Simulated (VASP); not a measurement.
Input of a VASP 6.6.1 run:

The input INCAR:

```
SYSTEM = AlN
  PREC = Accurate
  ENCUT = 520
  EDIFF = 1E-8
  ISMEAR = 0
  SIGMA = 0.01
  LREAL = .False.
  LASPH = .True.
  NELM = 100
  ALGO = Normal
  ISIF = 2
  LWAVE = .False.
  LCHARG = .False.
  METAGGA = R2SCAN
  LMIXTAU = .True.
  LCALCEPS = .True.
```

Contents of KPOINTS:

```
Automatic mesh
0
Gamma
  8 8 8
  0 0 0
```

The input POSCAR:

```
AlN
1.0
    0.0000000000      2.1848764125      2.2067251766
    2.1848764125      0.0000000000      2.2067251766
    2.1848764125      2.1848764125      0.0000000000
Al N
1 1
Direct
    0.0000000000      0.0000000000      0.0000000000
    0.2500000000      0.2500000000      0.2500000000
```

Potentials or basis: VASP PAW PBE potentials, release 64 (Al, N).

The run is started by

```bash
$ cat potpaw_PBE.64/Al/POTCAR potpaw_PBE.64/N/POTCAR > POTCAR
$ mpirun -np 1 vasp_std > vasp.out
```

Task: Predict the electronic dielectric tensor (diagonal).

Result: 4.26.

Task: Predict the Born charges (mean of the diagonal).

Result: Al +2.52; N -2.52 e.

Task: Estimate the band gap on the k mesh.

Result: 3.90 eV (least direct gap 4.77 eV).

Born effective charge tensors (e):
atom 1, Al
```
2.52 0.00 0.00
0.00 2.52 0.00
0.00 0.00 2.52
```
atom 2, N
```
-2.52  0.00  0.00
 0.00 -2.52  0.00
 0.00  0.00 -2.52
```

Caveat: the cell differs from its parent crystal (uniaxial z strain +1.0%); the structure was generated, so it needn't be the stable form of AlN. A k mesh can miss the band edges.
